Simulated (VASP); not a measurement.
Write the native input for VASP 6.6.1 that does the following.

```
Task                   : band structure
Functional             : LDA
Potentials or basis    : VASP PAW LDA potentials, release 64 (I, Cd)
Cutoff                 : 320 eV
k mesh                 : 8 × 8 × 1
Occupations            : gaussian, width 0.03 eV
Spin                   : non-collinear spin, zero start, spin-orbit coupling
Starting moments       : [[0.0, 0.0, 0.0], [0.0, 0.0, 0.0], [0.0, 0.0, 0.0]] μB
Tolerance level        : standard
Dipole correction      : yes
Purpose                : bands
Route                  : KPOINTS_OPT
Further INCAR settings : ALGO = Normal; EDIFF = 1e-06; NBANDS = 52; NELMDL = -8
```

The structure of CdI2 lies in POSCAR:

```
CdI2
1.0
    4.2440000000      0.0000000000      0.0000000000
    6.3660000000      3.6754118137      0.0000000000
    0.0000000000      0.0000000000     19.4185256000
I Cd
2 1
Direct
    0.0000000000      1.0000000000      0.4119777250
    0.0000000002      0.3333333332      0.5880222750
    0.0000000001      0.6666666666      0.5000000000
```

These files were run (other wordings do the same):

INCAR

```
SYSTEM = CdI2
GGA = CA ; LSORBIT = .True.
MAGMOM = 0 0 0 0 0 0 0 0 0 ; LORBIT = 11
LDIPOL = .True. ; IDIPOL = 3
DIPOL = 0.5 0.5 0.500 ; ISMEAR = 0
SIGMA = 0.03 ; LWAVE = .False.
LCHARG = .False. ; NBANDS = 52
PREC = Accurate ; LASPH = .True.
LREAL = .False. ; ALGO = Normal
EDIFF = 1E-6 ; NELM = 200
GGA_COMPAT = .False. ; ENCUT = 320
EFERMI = MIDGAP ; NELMDL = -8
KPAR = 8
```

KPOINTS

```
Automatic mesh
0
Gamma
  8 8 1
  0 0 0
```

KPOINTS_OPT

```
path GMKGALHA,LM,KH
12
line-mode
reciprocal
 0.0000000000  0.0000000000  0.0000000000  G
 0.5000000000  0.5000000000  0.0000000000  M

 0.5000000000  0.5000000000  0.0000000000  M
 0.3333333333  0.0000000000  0.0000000000  K

 0.3333333333  0.0000000000  0.0000000000  K
 0.0000000000  0.0000000000  0.0000000000  G

 0.0000000000  0.0000000000  0.0000000000  G
 0.0000000000  0.0000000000 -0.5000000000  A

 0.0000000000  0.0000000000 -0.5000000000  A
 0.5000000000  0.5000000000 -0.5000000000  L

 0.5000000000  0.5000000000 -0.5000000000  L
 0.3333333333  0.0000000000 -0.5000000000  H

 0.3333333333  0.0000000000 -0.5000000000  H
 0.0000000000  0.0000000000 -0.5000000000  A

 0.5000000000  0.5000000000 -0.5000000000  L
 0.5000000000  0.5000000000  0.0000000000  M

 0.3333333333  0.0000000000  0.0000000000  K
 0.3333333333  0.0000000000 -0.5000000000  H
```

Potentials or basis: VASP PAW LDA potentials, release 64 (I, Cd).

Command:

```console
$ cat potpaw_LDA.64/I/POTCAR potpaw_LDA.64/Cd/POTCAR > POTCAR
$ mpirun -np 8 vasp_ncl > vasp.out
```

Results of the run:

```yaml
Largest_force: 0.243 eV/Å
Net_moment: 0.00 μB per cell
Valence_electrons_inside_the_program's_atomic_spheres: I 4.29; Cd 10.19
```

Run time: 6.4 min on 8 MPI ranks on Intel(R) Xeon(R) Platinum 8488C (Sapphire Rapids), with other jobs on the host, peak memory 0.9 GiB a rank.
